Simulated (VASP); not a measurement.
A run of VASP 6.6.1:

Contents of POSCAR:

```
Cu
1.0
    0.0000000000      1.7898864730      1.7898864730
    1.7898864730      0.0000000000      1.7898864730
    1.7898864730      1.7898864730      0.0000000000
Cu
1
Direct
    0.0000000000      0.0000000000      0.0000000000
```

Contents of INCAR.step1:

```
PREC = Accurate ; ENCUT = 520
ISMEAR = 0 ; SIGMA = 0.1
LREAL = F ; LASPH = T
NELM = 60 ; NBANDS = 12
GGA = PE ; ALGO = Normal
EDIFF = 1E-4 ; LWAVE = T
LCHARG = F
```

File INCAR.step2:

```
PREC = Accurate ; ENCUT = 520
EDIFF = 1E-6 ; ISMEAR = 0
SIGMA = 0.1 ; LREAL = F
LASPH = T ; NELM = 60
ALGO = Normal ; ISIF = 2
LWAVE = F ; LCHARG = T
METAGGA = R2SCAN ; LMIXTAU = T
LELF = T ; LVHAR = T
NBANDS = 12 ; ISTART = 1
```

File KPOINTS:

```
regular mesh
0
Gamma
  16 16 16
```

Potentials or basis: VASP PAW PBE potentials, release 64 (Cu).

Command:

```bash
$ cat potpaw_PBE.64/Cu/POTCAR > POTCAR
$ cp INCAR.step1 INCAR
$ mpirun -np 1 vasp_std > vasp.out
$ cp INCAR.step2 INCAR
$ mpirun -np 1 vasp_std > vasp.out
```

Hardware: 1 thread of Intel(R) Xeon(R) 6975P-C (Granite Rapids) (shared host).

How long does it take, and how much memory?

It took 32 s on 1 thread of Intel(R) Xeon(R) 6975P-C (Granite Rapids), with other jobs on the host, peak memory 0.14 GiB. Counts: k points 145.
